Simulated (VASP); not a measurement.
BeS:

```
S Be
1.0
     0.00000    2.42500    2.42500
     2.42500    0.00000    2.42500
     2.42500    2.42500    0.00000
S Be
1 1
Direct
  0.75000 0.75000 0.75000
  0.00000 0.00000 0.00000
```

Base run:

- Program: VASP 6.6.1
- Functional: PBE
- Potentials or basis: VASP PAW PBE potentials, release 64 (S, Be)
- Cutoff: 520 eV
- k mesh: 6 × 6 × 6
- Occupations: fermi-dirac, width 0.03 eV
- Spin: no spin polarisation

Its results: band gap on the k mesh 3.11 eV, indirect (least direct gap 5.67 eV); pressure 1.6 GPa.

Task: The run is repeated on the same cell with these changes: cutoff from 520 eV to 600 eV; k mesh from 6 × 6 × 6 to 5 × 5 × 5. What comes out?

Result: Band gap on the k mesh 3.40 eV, indirect (least direct gap 5.67 eV); pressure 1.7 GPa.

Caveats: some runs use coarse meshes.

A k mesh can miss the band edges.
